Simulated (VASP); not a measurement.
# GaN (P4/nmm) in VASP: notebook

Runs on GaN. Level: PBE. Tasks: single point, relaxation of cell and atoms.

Program: VASP 6.6.1. These are calculated values, not measurements. Logs are shortened: lines on timing, memory, paths and dates and some standing lists are left out, and cuts for length are marked.

## Step 1: The cell of the first run

Symmetry: P4/nmm, No. 129, tetragonal system. The conventional cell has a = 4.065 Å, b = 4.065 Å, c = 3.353 Å, α = 90.00°, β = 90.00°, γ = 90.00°. Ga (site symmetry -4m2) has 4 N at 2.10 Å within 2.8 Å. Within 2.8 Å of N (site symmetry 4mm) lie 4 Ga at 2.10 Å.

## Step 2: Single point, PBE, collinear spin, ferromagnetic start

Contents of INCAR:

```
  ALGO = Normal
  EDIFF = 1E-6
  ENCUT = 520
  GGA = PE
  ISIF = 2
  ISMEAR = 0
  ISPIN = 2
  LASPH = T
  LCHARG = F
  LORBIT = 11
  LREAL = F
  LWAVE = F
  MAGMOM = 0 0 1 1
  NBANDS = 30
  NELM = 150
  PREC = Accurate
  SIGMA = 0.1
```

Contents of KPOINTS:

```
k-points
0
Gamma
  4 4 6
```

Contents of POSCAR:

```
GaN
1.0
    4.0645721500      0.0000000000      0.0000000000
    0.0000000000      4.0645721500      0.0000000000
    0.0000000000      0.0000000000      3.3525325100
Ga N
2 2
Direct
    0.0000000000      0.0000000000      0.5000000000
    0.5000000000      0.5000000000      0.5000000000
    0.5000000000      0.0000000000      0.6535902300
    0.0000000000      0.5000000000      0.3464097700
```

Potentials or basis: VASP PAW PBE potentials, release 64 (Ga_d, N).

Run with:

```console
cat potpaw_PBE.64/Ga_d/POTCAR potpaw_PBE.64/N/POTCAR > POTCAR
mpirun -np 1 vasp_std > vasp.out
```

OUTCAR:

```text
EDIFF = 1E-6
   ENCUT = 520
   GGA = PE
   ISIF = 2
   ISMEAR = 0
   ISPIN = 2
   LASPH = T
   LORBIT = 11
   LREAL = F
   NELM = 150
   PREC = Accurate

 ion  position               nearest neighbor table
   1  0.000  0.000  0.500-   3 2.10   4 2.10   4 2.10   3 2.10   2 2.87   2 2.87   2 2.87   2 2.87

   2  0.500  0.500  0.500-   3 2.10   4 2.10   3 2.10   4 2.10   1 2.87   1 2.87   1 2.87   1 2.87

   3  0.500  0.000  0.654-   1 2.10   2 2.10   2 2.10   1 2.10
   4  0.000  0.500  0.346-   1 2.10   2 2.10   1 2.10   2 2.10

  LATTYP: Found a simple tetragonal cell.
 ALAT       =     4.0645721500
 C/A-ratio  =     0.8248180586

  Lattice vectors:

 A1 = (   4.0645721500,   0.0000000000,   0.0000000000)
 A2 = (   0.0000000000,   4.0645721500,   0.0000000000)
 A3 = (   0.0000000000,   0.0000000000,   3.3525325100)

Analysis of symmetry for initial positions (statically):
=====================================================================
 Subroutine PRICEL returns:
 Original cell was already a primitive cell.

 Routine SETGRP: Setting up the symmetry group for a
 simple tetragonal supercell.

 Subroutine GETGRP returns: Found 16 space group operations
 (whereof  8 operations were pure point group operations)
 out of a pool of 16 trial point group operations.

The static configuration has the point symmetry D_2d.
 The point group associated with its full space group is D_4h.

Analysis of symmetry for dynamics (positions and initial velocities):
=====================================================================
 Subroutine PRICEL returns:
 Original cell was already a primitive cell.

 Routine SETGRP: Setting up the symmetry group for a
 simple tetragonal supercell.

 Subroutine GETGRP returns: Found 16 space group operations
 (whereof  8 operations were pure point group operations)
 out of a pool of 16 trial point group operations.

The dynamic configuration has the point symmetry D_2d.
 The point group associated with its full space group is D_4h.

Analysis of structural, dynamic, and magnetic symmetry:
=====================================================================
 Subroutine PRICEL returns:
 Original cell was already a primitive cell.

 Routine SETGRP: Setting up the symmetry group for a
 simple tetragonal supercell.

 Subroutine GETGRP returns: Found 16 space group operations
 (whereof  8 operations were pure point group operations)
 out of a pool of 16 trial point group operations.

The overall configuration has the point symmetry D_2d.
 The point group associated with its full space group is D_4h.

 Subroutine INISYM returns: Found 16 space group operations
 (whereof  8 operations are pure point group operations),
 and found     1 'primitive' translations

----------------------------------------------------------------------------------------

                                     Primitive cell

  volume of cell :      55.3863

  direct lattice vectors                    reciprocal lattice vectors
     4.064572150  0.000000000  0.000000000     0.246028355  0.000000000  0.000000000
     0.000000000  4.064572150  0.000000000     0.000000000  0.246028355  0.000000000
     0.000000000  0.000000000  3.352532510     0.000000000  0.000000000  0.298281970

  length of vectors
     4.064572150  4.064572150  3.352532510     0.246028355  0.246028355  0.298281970

  position of ions in fractional coordinates (direct lattice)
     0.000000000  0.000000000  0.500000000
     0.500000000  0.500000000  0.500000000
     0.500000000  0.000000000  0.653590230
     0.000000000  0.500000000  0.346409770

  ion indices of the primitive-cell ions
   primitive index   ion index
                 1           1
                 2           2
                 3           3
                 4           4

----------------------------------------------------------------------------------------

 KPOINTS: k-points

Automatic generation of k-mesh.
 Grid dimensions read from file:
 generate k-points for:    4    4    6

 Generating k-lattice:

  Cartesian coordinates                     Fractional coordinates (reciprocal lattice)
     0.061507089  0.000000000  0.000000000     0.250000000  0.000000000  0.000000000
     0.000000000  0.061507089  0.000000000     0.000000000  0.250000000  0.000000000
     0.000000000  0.000000000  0.049713662     0.000000000  0.000000000  0.166666667

  Length of vectors
     0.061507089  0.061507089  0.049713662

  Shift w.r.t. Gamma in fractional coordinates (k-lattice)
     0.000000000  0.000000000  0.000000000

 Subroutine IBZKPT returns following result:
 ===========================================

 Found     24 irreducible k-points:

 Following reciprocal coordinates:
            Coordinates               Weight
  0.000000  0.000000  0.000000      1.000000
  0.250000  0.000000  0.000000      4.000000
  0.500000  0.000000  0.000000      2.000000
  0.250000  0.250000  0.000000      4.000000
  0.500000  0.250000  0.000000      4.000000
  0.500000  0.500000  0.000000      1.000000
[... 16 lines left out ...]
  0.500000  0.250000  0.500000      4.000000
  0.500000  0.500000  0.500000      1.000000
   k-points           NKPTS =     24   k-points in BZ     NKDIM =     24   number of bands    NBANDS=     30
   number of dos      NEDOS =    301   number of ions     NIONS =      4
   total plane-waves  NPLWV =  25200
   dimension x,y,z NGX =    30 NGY =   30 NGZ =   28
   dimension x,y,z NGXF=    60 NGYF=   60 NGZF=   56
   ions per type =               2   2
   NGX,Y,Z   is equivalent  to a cutoff of  12.27, 12.27, 13.88 a.u.
   NGXF,Y,Z  is equivalent  to a cutoff of  24.54, 24.54, 27.77 a.u.
 SYSTEM =  unknown system
   PREC   = accura    normal or accurate (medium, high low for compatibility)
   ISTART =      0    job   : 0-new  1-cont  2-samecut
   ICHARG =      2    charge: 1-file 2-atom 10-const
   ISPIN  =      2    spin polarized calculation?
   LNONCOLLINEAR =      F non collinear calculations
   LSORBIT =      F    spin-orbit coupling
   LASPH  =      T    aspherical Exc in radial PAW
   ENCUT  =  520.0 eV  38.22 Ry    6.18 a.u.   7.56  7.56  6.23*2*pi/ulx,y,z
   NELM   =    150;   NELMIN=  2; NELMDL= -5     # of ELM steps
   EDIFF  = 0.1E-05   stopping-criterion for ELM
   LREAL  =      F    real-space projection
[... 7 lines left out ...]
   TEBEG  =    0.0;   TEEND  =   0.0 temperature during run
   PSTRESS=    0.0 pullay stress
   NELECT =      36.0000    total number of electrons
   NUPDOWN=      -1.0000    fix difference up-down
   EMIN   =  10.00;   EMAX   =-10.00  energy-range for DOS
   EFERMI =   0.00;   METHOD = LEGACY
   ISMEAR =     0;   SIGMA  =   0.10  broadening in eV -4-tet -1-fermi 0-gaus
   EFERMI_NEDOS =   21; number of points for ismear=-14 and -15
   IALGO  =     38    algorithm
   IMIX   =      4    mixing-type and parameters
     AMIX     =   0.40;   BMIX     =  1.00
     AMIX_MAG =   1.60;   BMIX_MAG =  1.00
  volume/ion in A,a.u.               =      13.85        93.44
  Fermi-wavevector in a.u.,A,eV,Ry     =   1.418104  2.679828 27.361577  2.011019
  Thomas-Fermi vector in A             =   2.539265
   LORBIT       =     11    0 simple, 1 ext, 2 COOP (PROOUT), +10 PAW based schemes
   GGA     = PE    functional components
   LHFCALC =     F    Hartree Fock is set to
   AEXX    =    0.0000 exact exchange contribution
   IVDW    =     0    specifies the selected vdW correction
   LEPSILON=     F    determine dielectric tensor
   LRPA    =     F    only Hartree local field effects (RPA)
 spin polarized calculation
 Gauss-broadening in eV      SIGMA  =   0.10
  energy-cutoff  :      520.00
  volume of cell :       55.39
 maximum number of plane-waves:      1508
   NGX = 15   NGY = 15   NGZ = 13

 number of electron      36.0000000 magnetization       2.0000000

 number of electron      36.0000043 magnetization      -0.0211583

 Free energy of the ion-electron system (eV)
  ---------------------------------------------------
  ext. energy  EPLUGINS =         0.00000000
  ---------------------------------------------------
  free energy    TOTEN  =       -20.65010423 eV

  energy without entropy =      -20.64256686  energy(sigma->0) =      -20.64633555

 E-fermi :   3.9152     XC(G=0): -10.7576

 val. band max:        3.9057230326   @ k =   0.2500   0.2500   0.0000
 cond. band min:       3.9187505638   @ k =   0.5000   0.2500   0.0000
 fundamental gap:      0.0130275313
 Fermi energy:         3.9151742081

 spin component 1

 k-point     1 :       0.0000    0.0000    0.0000
  band No.  band energies     occupation
      1     -11.8107      1.00000
      2     -11.5117      1.00000
      3     -10.5592      1.00000
      4     -10.5090      1.00000
      5     -10.5090      1.00000
      6     -10.4878      1.00000
[... 781 lines left out ...]
     29      22.8575      0.00000
     30      22.8913      0.00000
 Fermi energy:         3.9151742081

 spin component 2

 k-point     1 :       0.0000    0.0000    0.0000
  band No.  band energies     occupation
      1     -11.8179      1.00000
      2     -11.5158      1.00000
      3     -10.5590      1.00000
      4     -10.5089      1.00000
      5     -10.5089      1.00000
      6     -10.4877      1.00000
[... 781 lines left out ...]
     29      22.8567      0.00000
     30      22.8573      0.00000

------------------------ aborting loop because EDIFF is reached ----------------------------------------

  FORCE on cell =-STRESS in cart. coord.  units (eV):
  Direction    XX          YY          ZZ          XY          YZ          ZX
  --------------------------------------------------------------------------------------
  -------------------------------------------------------------------------------------
  Total       -7.6506561     -7.6506561      1.4309698      0.0000000      0.0000000     -0.0000000
  in kB     -221.3128284   -221.3128284     41.3940937      0.0000000      0.0000000     -0.0000000
  external PRESSURE =    -133.7438544 kB  Pullay stress =       0.0000000 kB

 VOLUME and BASIS-vectors are now :
 -----------------------------------------------------------------------------
  energy-cutoff  :      520.00
  volume of cell :       55.39
      direct lattice vectors                 reciprocal lattice vectors
     4.064572150  0.000000000  0.000000000     0.246028355  0.000000000  0.000000000
     0.000000000  4.064572150  0.000000000     0.000000000  0.246028355  0.000000000
     0.000000000  0.000000000  3.352532510     0.000000000  0.000000000  0.298281970

 POSITION                                       TOTAL-FORCE (eV/Angst)
 -----------------------------------------------------------------------------------
      0.00000      0.00000      1.67627         0.000000     -0.000000      0.000000
      2.03229      2.03229      1.67627         0.000000      0.000000      0.000000
      2.03229      0.00000      2.19118        -0.000000      0.000000     -0.142812
      0.00000      2.03229      1.16135         0.000000     -0.000000      0.142812
 -----------------------------------------------------------------------------------
    total drift:                                0.000000      0.000000      0.000000

  FREE ENERGIE OF THE ION-ELECTRON SYSTEM (eV)
  ---------------------------------------------------
  free  energy   TOTEN  =       -20.6501042317 eV

  energy  without entropy=      -20.6425668641  energy(sigma->0) =      -20.64633555

 total charge

# of ion       s       p       d       tot
------------------------------------------
    1        0.784   0.616  10.091  11.492
    2        0.784   0.616  10.091  11.492
    3        1.264   2.334   0.000   3.599
    4        1.264   2.334   0.000   3.599
--------------------------------------------------
tot          4.097   5.901  20.183  30.181

 magnetization (x)

# of ion       s       p       d       tot
------------------------------------------
    1        0.000   0.000  -0.000   0.001
    2        0.000   0.000  -0.000   0.001
    3       -0.000  -0.008   0.000  -0.008
    4       -0.000  -0.008   0.000  -0.008
--------------------------------------------------
tot          0.000  -0.014  -0.001  -0.014
```

Wall time 46 s (1 thread of Intel Xeon 6975P-C (Granite Rapids), shared host); peak memory 0.21 GiB.

What came out:

| Property | Result |
| --- | --- |
| Free energy | -20.6501 eV |
| Pressure | -13.4 GPa |
| Largest force | 0.143 eV/Å |
| Band gap on the k mesh | zero (filled and empty bands overlap) |
| Net moment | -0.02 μB per cell |
| Valence electrons inside the program's atomic spheres | Ga 11.49; N 3.60 |

Forces on the atoms (eV/Å):
```
Ga   0.000  0.000  0.000
Ga   0.000  0.000  0.000
N    0.000  0.000 -0.143
N    0.000  0.000  0.143
```

Caveat: the k points lie up to 0.39 Å⁻¹ apart.

## Step 3: Relaxation of cell and atoms, PBE

This run uses another cell than the first one, of 13.37 Å³/atom, 0.965 times its volume.

Contents of INCAR:

```
PREC     = Accurate       # precision mode
ENCUT    = 600            # plane-wave cutoff, eV
EDIFF    = 1E-7           # SCF threshold, eV
ISMEAR   = 0              # smearing method
SIGMA    = 0.02           # smearing width, eV
LREAL    = F              # projectors in reciprocal space
LASPH    = T              # aspherical terms in the spheres
NELM     = 80             # most SCF steps
ALGO     = Normal         # electronic algorithm
ISIF     = 3              # what is computed and relaxed
LWAVE    = F              # write WAVECAR
LCHARG   = F              # write CHGCAR
GGA      = PE             # functional
IBRION   = 2              # ionic algorithm
NSW      = 100            # ionic steps
EDIFFG   = -0.01          # ionic threshold
```

Contents of KPOINTS:

```
regular mesh
0
Gamma
  8 8 8
```

Contents of POSCAR:

```
GaN
1.0
    3.7581709507      0.0000000000      0.0000000000
    0.0000000000      3.7581709507      0.0000000000
    0.0000000000      0.0000000000      3.7855401528
Ga N
2 2
Direct
    0.0000000000      0.0000000000      0.5000000000
    0.5000000000      0.5000000000      0.5000000000
    0.5000000000      0.0000000000      0.6810684034
    0.0000000000      0.5000000000      0.3189315966
```

Potentials or basis: VASP PAW PBE potentials, release 64 (Ga_d, N).

Run with:

```console
cat potpaw_PBE.64/Ga_d/POTCAR potpaw_PBE.64/N/POTCAR > POTCAR
mpirun -np 1 vasp_std > vasp.out
```

Wall time 2 min (1 thread of Intel Xeon 6975P-C (Granite Rapids), shared host); peak memory 0.23 GiB.

It converged, with:

```
Free energy                            : -21.3510 eV
Relaxed volume                         : 13.39 Å³/atom
Relaxed cell                           : a = 3.760 Å, b = 3.760 Å, c = 3.786 Å, α = 90.00°, β = 90.00°, γ = 90.00°
Space group after relaxing (to 0.05 Å) : P4/nmm (No. 129)
Energy gained by relaxing              : 0.0 meV/atom
Ionic steps                            : 3
Pressure after relaxing                : 0.0 GPa
Band gap on the k mesh                 : 0.78 eV, indirect (least direct gap 1.44 eV)
```

Final structure:
```
CELL_PARAMETERS angstrom
3.76046 0.00000 0.00000
0.00000 3.76046 0.00000
0.00000 0.00000 3.78642
ATOMIC_POSITIONS crystal
Ga 0.00000 0.00000 0.50000
Ga 0.50000 0.50000 0.50000
N 0.50000 0.00000 0.68115
N 0.00000 0.50000 0.31885
```

Levels at points of the mesh, in eV from the valence-band top:
| k point | band 14 | band 15 | band 16 | band 17 | band 18 | band 19 | band 20 | band 21 | band 22 |
| --- | --- | --- | --- | --- | --- | --- | --- | --- | --- |
| (0.00, 0.00, 0.00) | -4.88 | -1.63 | -1.00 | -1.00 | -0.66 | 0.78 | 1.18 | 4.88 | 9.23 |
| (0.50, 0.00, 0.00) | -4.97 | -2.92 | -2.92 | -0.57 | -0.57 | 4.29 | 4.29 | 6.39 | 6.39 |
| (0.50, 0.50, 0.00) | -7.38 | -1.17 | -1.17 | -0.97 | -0.97 | 5.32 | 5.32 | 7.71 | 7.71 |
| (0.00, 0.00, 0.50) | -4.56 | -3.04 | -2.13 | -1.21 | -1.21 | 1.79 | 4.00 | 5.69 | 5.71 |
| (0.50, 0.00, 0.50) | -5.55 | -2.74 | -2.74 | -0.76 | -0.76 | 3.03 | 3.03 | 7.84 | 7.84 |
| (0.50, 0.50, 0.50) | -6.83 | -2.35 | -2.35 | -2.18 | -2.18 | 6.21 | 6.21 | 7.67 | 7.67 |

A k mesh can miss the band edges.
